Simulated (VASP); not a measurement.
# TiC (Fm-3m) in VASP: notebook

The runs below take TiC through single point, with r2SCAN+D4.

Program: VASP 6.6.1. These are calculated values, not measurements. Logs are shortened: lines on timing, memory, paths and dates and some standing lists are left out, and cuts for length are marked.

### 1 The cell of the first run

It takes space group Fm-3m (No. 225, cubic). The conventional cell has a = 4.360 Å, b = 4.360 Å, c = 4.360 Å, α = 90.00°, β = 90.00°, γ = 90.00°. Ti (site symmetry m-3m) has 6 C at 2.18 Å within 2.9 Å. Within 2.9 Å of C (site symmetry m-3m) lie 6 Ti at 2.18 Å.

### 2 Single point, r2SCAN+D4

File POSCAR:

```
TiC
1.0
    0.0000000000      2.1800617706      2.1800617706
    2.1800617706      0.0000000000      2.1800617706
    2.1800617706      2.1800617706      0.0000000000
Ti C
1 1
Direct
    0.0000000000      0.0000000000      0.0000000000
    0.5000000000      0.5000000000      0.5000000000
```

File INCAR.step1:

```
SYSTEM = TiC
ALGO     = Normal         ! electronic algorithm
EDIFF    = 1E-4           ! SCF threshold, eV
ENCUT    = 520            ! plane-wave cutoff, eV
GGA      = PE             ! functional
ISMEAR   = -1             ! smearing method
LASPH    = .True.         ! aspherical terms in the spheres
LCHARG   = .False.        ! write CHGCAR
LREAL    = .False.        ! projectors in reciprocal space
LWAVE    = .True.         ! write WAVECAR
NBANDS   = 15             ! bands
NELM     = 100            ! most SCF steps
PREC     = Accurate       ! precision mode
SIGMA    = 0.05           ! smearing width, eV
```

File INCAR.step2:

```
SYSTEM = TiC
ALGO     = Normal         ! electronic algorithm
EDIFF    = 1E-7           ! SCF threshold, eV
ENCUT    = 520            ! plane-wave cutoff, eV
ISIF     = 2              ! what is computed and relaxed
ISMEAR   = -1             ! smearing method
ISTART   = 1            
IVDW     = 13             ! dispersion correction
LASPH    = .True.         ! aspherical terms in the spheres
LCHARG   = .True.         ! write CHGCAR
LELF     = .True.         ! ELF
LMIXTAU  = .True.       
LREAL    = .False.        ! projectors in reciprocal space
LVHAR    = .True.       
LWAVE    = .False.        ! write WAVECAR
METAGGA  = R2SCAN         ! meta-GGA
NBANDS   = 15             ! bands
NELM     = 100            ! most SCF steps
PREC     = Accurate       ! precision mode
SIGMA    = 0.05           ! smearing width, eV
VDW_A1   = 0.51559235   
VDW_A2   = 5.77342911   
VDW_S6   = 1.0          
VDW_S8   = 0.6018749
```

File KPOINTS:

```
k-points
0
Gamma
  11 11 11
  0 0 0
```

Potentials or basis: VASP PAW PBE potentials, release 64 (Ti_sv, C).

The run is started by

```sh
$ cat potpaw_PBE.64/Ti_sv/POTCAR potpaw_PBE.64/C/POTCAR > POTCAR
$ cp INCAR.step1 INCAR
$ mpirun -np 1 vasp_std > vasp.out
$ cp INCAR.step2 INCAR
$ mpirun -np 1 vasp_std > vasp.out
```

OUTCAR:

```text
SYSTEM = TiC
   EDIFF = 1E-7
   ENCUT = 520
   ISIF = 2
   ISMEAR = -1
   ISTART = 1
   IVDW = 13
   LASPH = .True.
   LREAL = .False.
   METAGGA = R2SCAN
   NELM = 100
   PREC = Accurate

 ion  position               nearest neighbor table
   1  0.000  0.000  0.000-   2 2.18   2 2.18   2 2.18   2 2.18   2 2.18   2 2.18
   2  0.500  0.500  0.500-   1 2.18   1 2.18   1 2.18   1 2.18   1 2.18   1 2.18

  LATTYP: Found a face centered cubic cell.
 ALAT       =     4.3601235412

  Lattice vectors:

 A1 = (   0.0000000000,   2.1800617706,   2.1800617706)
 A2 = (   2.1800617706,   0.0000000000,   2.1800617706)
 A3 = (   2.1800617706,   2.1800617706,   0.0000000000)

Analysis of symmetry for initial positions (statically):
=====================================================================
 Subroutine PRICEL returns:
 Original cell was already a primitive cell.

 Routine SETGRP: Setting up the symmetry group for a
 face centered cubic supercell.

 Subroutine GETGRP returns: Found 48 space group operations
[... 9 lines left out ...]

 Routine SETGRP: Setting up the symmetry group for a
 face centered cubic supercell.

 Subroutine GETGRP returns: Found 48 space group operations
[... 11 lines left out ...]
                                     Primitive cell

  volume of cell :      20.7222

  direct lattice vectors                    reciprocal lattice vectors
     0.000000000  2.180061771  2.180061771    -0.229351299  0.229351299  0.229351299
     2.180061771  0.000000000  2.180061771     0.229351299 -0.229351299  0.229351299
     2.180061771  2.180061771  0.000000000     0.229351299  0.229351299 -0.229351299

  length of vectors
     3.083072923  3.083072923  3.083072923     0.397248103  0.397248103  0.397248103

  position of ions in fractional coordinates (direct lattice)
[... 8 lines left out ...]
----------------------------------------------------------------------------------------

 KPOINTS: k-points

Automatic generation of k-mesh.
 Grid dimensions read from file:
 generate k-points for:   11   11   11

 Generating k-lattice:

  Cartesian coordinates                     Fractional coordinates (reciprocal lattice)
    -0.020850118  0.020850118  0.020850118     0.090909091  0.000000000  0.000000000
     0.020850118 -0.020850118  0.020850118     0.000000000  0.090909091  0.000000000
     0.020850118  0.020850118 -0.020850118     0.000000000  0.000000000  0.090909091

  Length of vectors
     0.036113464  0.036113464  0.036113464

  Shift w.r.t. Gamma in fractional coordinates (k-lattice)
     0.000000000  0.000000000  0.000000000

 Subroutine IBZKPT returns following result:
 ===========================================

 Found     56 irreducible k-points:

 Following reciprocal coordinates:
            Coordinates               Weight
  0.000000  0.000000  0.000000      1.000000
  0.090909  0.000000  0.000000      8.000000
  0.181818  0.000000  0.000000      8.000000
  0.272727  0.000000  0.000000      8.000000
  0.363636  0.000000  0.000000      8.000000
  0.454545  0.000000  0.000000      8.000000
[... 16 lines left out ...]
 -0.272727  0.181818  0.000000     24.000000
 -0.181818  0.181818  0.000000     12.000000
 [... further k-points ...]
   k-points           NKPTS =     56   k-points in BZ     NKDIM =     56   number of bands    NBANDS=     15
   number of dos      NEDOS =    301   number of ions     NIONS =      2
   total plane-waves  NPLWV =  13824
   dimension x,y,z NGX =    24 NGY =   24 NGZ =   24
   dimension x,y,z NGXF=    48 NGYF=   48 NGZF=   48
   ions per type =               1   1
   NGX,Y,Z   is equivalent  to a cutoff of  12.94, 12.94, 12.94 a.u.
   NGXF,Y,Z  is equivalent  to a cutoff of  25.88, 25.88, 25.88 a.u.
 SYSTEM =  TiC
   PREC   = accura    normal or accurate (medium, high low for compatibility)
   ISTART =      1    job   : 0-new  1-cont  2-samecut
   ICHARG =      0    charge: 1-file 2-atom 10-const
   ISPIN  =      1    spin polarized calculation?
   LNONCOLLINEAR =      F non collinear calculations
   LSORBIT =      F    spin-orbit coupling
   LASPH  =      T    aspherical Exc in radial PAW
   ENCUT  =  520.0 eV  38.22 Ry    6.18 a.u.   5.73  5.73  5.73*2*pi/ulx,y,z
   NELM   =    100;   NELMIN=  2; NELMDL=  0     # of ELM steps
   EDIFF  = 0.1E-06   stopping-criterion for ELM
   LREAL  =      F    real-space projection
   EDIFFG = 0.1E-05   stopping-criterion for IOM
   NSW    =      0    number of steps for IOM
   IBRION =     -1    ionic relax: 0-MD 1-quasi-New 2-CG
   NFREE  =      0    steps in history (QN), initial steepest desc. (CG)
   ISIF   =      2    stress and relaxation
   ISYM   =      2    0-nonsym 1-usesym 2-fastsym
   POTIM  = 0.5000    time-step for ionic-motion
   TEBEG  =    0.0;   TEEND  =   0.0 temperature during run
   PSTRESS=    0.0 pullay stress
   NELECT =      16.0000    total number of electrons
   NUPDOWN=      -1.0000    fix difference up-down
   EMIN   =  10.00;   EMAX   =-10.00  energy-range for DOS
   EFERMI =   0.00;   METHOD = LEGACY
   ISMEAR =    -1;   SIGMA  =   0.05  broadening in eV -4-tet -1-fermi 0-gaus
   EFERMI_NEDOS =   21; number of points for ismear=-14 and -15
   IALGO  =     38    algorithm
   IMIX   =      4    mixing-type and parameters
     AMIX     =   0.40;   BMIX     =  1.00
     AMIX_MAG =   1.60;   BMIX_MAG =  1.00
  volume/ion in A,a.u.               =      10.36        69.92
  Fermi-wavevector in a.u.,A,eV,Ry     =   1.501883  2.838147 30.690006  2.255652
  Thomas-Fermi vector in A             =   2.613196
   LORBIT       =      0    0 simple, 1 ext, 2 COOP (PROOUT), +10 PAW based schemes
   METAGGA = R2SCAN    functional components
   LHFCALC =     F    Hartree Fock is set to
   AEXX    =    0.0000 exact exchange contribution
   IVDW    =    13    specifies the selected vdW correction
   LEPSILON=     F    determine dielectric tensor
   LRPA    =     F    only Hartree local field effects (RPA)
 non-spin polarized calculation
  energy-cutoff  :      520.00
  volume of cell :       20.72
 maximum number of plane-waves:       568
   NGX = 11   NGY = 11   NGZ = 11

 number of electron      15.9999997 magnetization

 Free energy of the ion-electron system (eV)
  ---------------------------------------------------
  ext. energy  EPLUGINS =         0.00000000
  ---------------------------------------------------
  free energy    TOTEN  =       -24.86433044 eV

  energy without entropy =      -24.86178873  energy(sigma->0) =      -24.86305959

 E-fermi :   9.3374     XC(G=0): -13.4743

 val. band max:        9.3218204727   @ k =   0.1818   0.1818   0.0000
 cond. band min:       9.3796453327   @ k =   0.0909   0.0000   0.0000
 fundamental gap:      0.0578248600
 Fermi energy:         9.3373793514

 k-point     1 :       0.0000    0.0000    0.0000
  band No.  band energies     occupation
      1     -49.7840      2.00000
      2     -24.7712      2.00000
      3     -24.7712      2.00000
      4     -24.7712      2.00000
      5      -3.8539      2.00000
      6      10.1110      0.00000
      7      10.1110      0.00000
      8      10.1110      0.00000
      9      10.8982      0.00000
     10      10.8982      0.00000
     11      10.8982      0.00000
     12      10.9293      0.00000
     13      10.9293      0.00000
     14      20.1546      0.00000
     15      24.0106      0.00000

 k-point     2 :       0.0909    0.0000    0.0000
  band No.  band energies     occupation
      1     -49.7786      2.00000
      2     -24.8104      2.00000
      3     -24.7748      2.00000
      4     -24.7747      2.00000
      5      -3.6678      2.00000
      6       9.1821      1.91417
      7       9.3796      0.60083
      8       9.3797      0.60071
      9      10.3807      0.00000
     10      10.3807      0.00000
     11      11.3875      0.00000
     12      12.4530      0.00000
     13      12.4530      0.00000
     14      20.5035      0.00000
     15      24.0033      0.00000

 k-point     3 :       0.1818    0.0000    0.0000
  band No.  band energies     occupation
      1     -49.7640      2.00000
      2     -24.9143      2.00000
      3     -24.7843      2.00000
      4     -24.7842      2.00000
      5      -3.1340      2.00000
      6       7.6493      2.00000
      7       8.1797      2.00000
      8       8.1797      2.00000
      9      10.7511      0.00000
     10      10.7511      0.00000
     11      11.8710      0.00000
     12      14.0526      0.00000
     13      14.0526      0.00000
     14      21.0638      0.00000
     15      23.8703      0.00000

 k-point     4 :       0.2727    0.0000    0.0000
  band No.  band energies     occupation
      1     -49.7449      2.00000
      2     -25.0479      2.00000
      3     -24.7967      2.00000
      4     -24.7966      2.00000
      5      -2.3244      2.00000
      6       6.0107      2.00000
      7       7.2254      2.00000
      8       7.2254      2.00000
      9      11.3068      0.00000
     10      11.3068      0.00000
     11      12.3384      0.00000
     12      15.5482      0.00000
     13      15.5483      0.00000
     14      20.5018      0.00000
     15      24.4833      0.00000
[... 307 lines left out ...]
 k-point    22 :      -0.3636    0.1818    0.0000
  band No.  band energies     occupation
      1     -49.7103      2.00000
      2     -25.1728      2.00000
      3     -24.9195      2.00000
      4     -24.8264      2.00000
      5      -0.8162      2.00000
      6       4.1395      2.00000
      7       6.2706      2.00000
      8       6.4231      2.00000
      9      11.9676      0.00000
     10      12.2702      0.00000
     11      13.2235      0.00000
     12      15.3752      0.00000
     13      17.2157      0.00000
     14      20.0507      0.00000
     15      23.7922      0.00000

 k-point    23 :      -0.2727    0.1818    0.0000
  band No.  band energies     occupation
      1     -49.7221      2.00000
      2     -25.1096      2.00000
      3     -24.9096      2.00000
      4     -24.8059      2.00000
      5      -1.4142      2.00000
      6       4.8541      2.00000
      7       6.5470      2.00000
      8       6.6958      2.00000
      9      11.4373      0.00000
     10      12.3050      0.00000
     11      13.1713      0.00000
     12      14.4489      0.00000
     13      17.3155      0.00000
     14      20.7780      0.00000
     15      23.3526      0.00000

 k-point    24 :      -0.1818    0.1818    0.0000
  band No.  band energies     occupation
      1     -49.7384      2.00000
      2     -25.0319      2.00000
      3     -24.8729      2.00000
      4     -24.7889      2.00000
      5      -2.1418      2.00000
      6       5.8406      2.00000
      7       6.9248      2.00000
      8       7.2987      2.00000
      9      10.9712      0.00000
     10      11.9857      0.00000
     11      12.9507      0.00000
     12      13.6838      0.00000
     13      16.6451      0.00000
     14      21.5541      0.00000
     15      23.1866      0.00000

 [... further k-points ...]

------------------------ aborting loop because EDIFF is reached ----------------------------------------

  DFT-D4 for vdW energy calculation

  Edisp (eV):   -0.20067

  FORCE on cell =-STRESS in cart. coord.  units (eV):
  Direction    XX          YY          ZZ          XY          YZ          ZX
  --------------------------------------------------------------------------------------
  -------------------------------------------------------------------------------------
  Total      -0.82037    -0.82037    -0.82037     0.00000     0.00000     0.00000
  in kB     -63.42808   -63.42808   -63.42808     0.00000     0.00000     0.00000
  external pressure =      -63.43 kB  Pullay stress =        0.00 kB

 VOLUME and BASIS-vectors are now :
 -----------------------------------------------------------------------------
  energy-cutoff  :      520.00
  volume of cell :       20.72
      direct lattice vectors                 reciprocal lattice vectors
     0.000000000  2.180061771  2.180061771    -0.229351299  0.229351299  0.229351299
     2.180061771  0.000000000  2.180061771     0.229351299 -0.229351299  0.229351299
     2.180061771  2.180061771  0.000000000     0.229351299  0.229351299 -0.229351299

 POSITION                                       TOTAL-FORCE (eV/Angst)
 -----------------------------------------------------------------------------------
      0.00000      0.00000      0.00000         0.000000      0.000000      0.000000
      2.18006      2.18006      2.18006         0.000000      0.000000     -0.000000
 -----------------------------------------------------------------------------------
    total drift:                                0.000000     -0.000000     -0.000000

  FREE ENERGIE OF THE ION-ELECTRON SYSTEM (eV)
  ---------------------------------------------------
  free  energy   TOTEN  =       -25.0649956779 eV

  energy  without entropy=      -25.0624539702  energy(sigma->0) =      -25.06372482
```

Wall time 72 s (1 thread of Intel Xeon Platinum 8259CL at 2.50GHz (Skylake/Cascade Lake), shared host); peak memory 0.16 GiB.

Results:

| Property | Result |
| --- | --- |
| Free energy | -25.0650 eV |
| Pressure | -6.3 GPa |
| Band gap on the k mesh | zero (band 8 reaches 10.11 eV, above the bottom of band 9 at 8.79 eV) |
| Dispersion energy per atom | -0.100 eV |

Levels at points of the mesh, in eV from the Fermi level:
```csv
k point,band 5,band 6,band 7,band 8,band 9,band 10,band 11,band 12
"(0.00, 0.00, 0.00)",-13.19,0.77,0.77,0.77,1.56,1.56,1.56,1.59
```

Caveat: the PAW data sets were made with another functional, which shifts forces and pressure a little; pairwise dispersion overbinds metals, which lowers pressure and volume.

(Continued in part 2 of 2.)
